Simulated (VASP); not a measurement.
Wanted: the native input for a VASP 6.6.1 run.

- Task: single point
- Functional: PBE
- Potentials or basis: VASP PAW PBE potentials, release 64 (Li_sv, Cl)
- Cutoff: 520 eV
- k mesh: 6 × 6 × 2
- Occupations: gaussian, width 0.01 eV
- Spin: no spin polarisation
- Dipole correction: no
- Further INCAR settings: ALGO = Normal; EDIFF = 1e-06; NBANDS = 18

The structure of LiCl lies in POSCAR:

```
LiCl
1.0
    3.6903483695      0.0000000000      0.0000000000
   -1.8451741848      3.1959354368      0.0000000000
    0.0000000000      0.0000000000      6.2185401221
Li Cl
2 2
Direct
    0.0000000000      0.0000000000      0.0000000000
    0.0000000000      0.0000000000      0.5000000000
    0.3333333333      0.6666666667      0.2500000000
    0.6666666667      0.3333333333      0.7500000000
```

One way to write it, as run:

INCAR

```
SYSTEM = LiCl
PREC     = Accurate       ! precision mode
ENCUT    = 520            ! plane-wave cutoff, eV
EDIFF    = 1E-6           ! SCF threshold, eV
ISMEAR   = 0              ! smearing method
SIGMA    = 0.01           ! smearing width, eV
LREAL    = .FALSE.        ! projectors in reciprocal space
LASPH    = .TRUE.         ! aspherical terms in the spheres
NELM     = 60             ! most SCF steps
ALGO     = Normal         ! electronic algorithm
ISIF     = 2              ! what is computed and relaxed
LWAVE    = .FALSE.        ! write WAVECAR
LCHARG   = .FALSE.        ! write CHGCAR
GGA      = PE             ! functional
NBANDS   = 18             ! bands
```

KPOINTS

```
Automatic mesh
0
G
  6 6 2
  0 0 0
```

Potentials or basis: VASP PAW PBE potentials, release 64 (Li_sv, Cl).

Launch:

```console
$ cat potpaw_PBE.64/Li_sv/POTCAR potpaw_PBE.64/Cl/POTCAR > POTCAR
$ mpirun -np 1 vasp_std > vasp.out
```

Results of the run:

| Quantity | Value |
| --- | --- |
| Band gap on the k mesh | 5.85 eV |

Caveat: the k points lie up to 0.51 Å⁻¹ apart.

It took 23 s on 1 thread of AMD EPYC 7R13, on a shared host, peak memory 0.15 GiB.
